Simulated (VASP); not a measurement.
Write the native input for VASP 6.6.1 that does the following.

```yaml
Task: single point
Functional: PBE
Potentials_or_basis: VASP PAW PBE potentials, release 64 (Mg, Si, N)
Cutoff: 520 eV
k_mesh: 6 × 6 × 4
Occupations: gaussian, width 0.1 eV
Spin: collinear spin, ferromagnetic start
Starting_moments: "[0.0, 0.0, 0.0, 1.0, 1.0] μB"
Dipole_correction: no
Further_INCAR_settings: ALGO = Normal; EDIFF = 1e-06; NBANDS = 22
```

The structure of MgSi2N2 lies in POSCAR:

```
MgSi2N2
1.0
    4.1114984100      0.0000000000      0.0000000000
   -2.0557492100      3.5606620700      0.0000000000
    0.0000000000      0.0000000000      4.4391881200
Mg Si N
1 2 2
Direct
    0.0000000000      0.0000000000      0.0000000000
    0.3333333300      0.6666666700      0.3446297500
    0.6666666700      0.3333333300      0.6553702500
    0.3333333300      0.6666666700      0.9983480300
    0.6666666700      0.3333333300      0.0016519700
```

One way to write it, as run:

INCAR

```
SYSTEM = MgSi2N2
ALGO = Normal ; EDIFF = 1E-6
ENCUT = 520 ; GGA = PE
ISIF = 2 ; ISMEAR = 0
ISPIN = 2 ; LASPH = .TRUE.
LCHARG = .TRUE. ; LELF = .TRUE.
LORBIT = 11 ; LREAL = .FALSE.
LVHAR = .TRUE. ; LWAVE = .FALSE.
MAGMOM = 0 0 0 1 1 ; NBANDS = 22
NELM = 150 ; PREC = Accurate
SIGMA = 0.1
```

KPOINTS

```
k-points
0
G
  6 6 4
  0 0 0
```

Potentials or basis: VASP PAW PBE potentials, release 64 (Mg, Si, N).

Run with:

```console
$ cat potpaw_PBE.64/Mg/POTCAR potpaw_PBE.64/Si/POTCAR potpaw_PBE.64/N/POTCAR > POTCAR
$ mpirun -np 1 vasp_std > vasp.out
```

It gave:

| Property | Result |
| --- | --- |
| Pressure | 19.2 GPa |
| Largest force | 7.686 eV/Å |
| Band gap on the k mesh | zero (filled and empty bands overlap) |
| Net moment | 0.00 μB per cell |
| Valence electrons inside the program's atomic spheres | Mg 0.32; Si 1.75; N 3.76 |

Caveat: forces of over 1 eV/Å act on the atoms, so gaps and moduli don't describe the material at rest.

Run time: 100 s on 1 thread of AMD EPYC 7R43 64-Core Processor (Zen 3) (shared host), peak memory 0.21 GiB.
